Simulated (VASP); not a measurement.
Write the native input for VASP 6.6.1 that does the following.

| Property | Result |
| --- | --- |
| Task | single point |
| Functional | PBE |
| Potentials or basis | VASP PAW PBE potentials, release 64 (Os) |
| Cutoff | 520 eV |
| k mesh | 17 × 17 × 17 |
| Occupations | methfessel-paxton, width 0.01 eV |
| Spin | no spin polarisation |
| Dipole correction | no |
| Further INCAR settings | ALGO = Normal; EDIFF = 1e-06; NBANDS = 10 |

The structure of Os lies in POSCAR:

```
Os
1.0
   -1.5462720846      1.5462720846      1.5462720846
    1.5462720846     -1.5462720846      1.5462720846
    1.5462720846      1.5462720846     -1.5462720846
Os
1
Direct
    0.0000000000      0.0000000000      0.0000000000
```

This isn't the form of Os at room conditions, which is hcp.

These files were run (other wordings do the same):

INCAR

```
  PREC = Accurate
  ENCUT = 520
  EDIFF = 1E-6
  ISMEAR = 1
  SIGMA = 0.01
  LREAL = False
  LASPH = True
  NELM = 100
  ALGO = Normal
  ISIF = 2
  LWAVE = False
  LCHARG = False
  GGA = PE
  NBANDS = 10
```

KPOINTS

```
regular mesh
0
Gamma
  17 17 17
```

Potentials or basis: VASP PAW PBE potentials, release 64 (Os).

Command:

```sh
$ cat potpaw_PBE.64/Os/POTCAR > POTCAR
$ mpirun -np 1 vasp_std > vasp.out
```

Results of the run:

- Pressure: -0.3 GPa
- Band gap on the k mesh: zero (bands 4 and 5 overlap by 4.12 eV)

Caveat: spin-orbit coupling is left out, which moves the levels of the heavy elements.

Wall time 16 s on 1 thread of Intel(R) Xeon(R) Platinum 8259CL CPU @ 2.50GHz (Skylake/Cascade Lake), with other jobs on the host, peak memory 0.14 GiB.
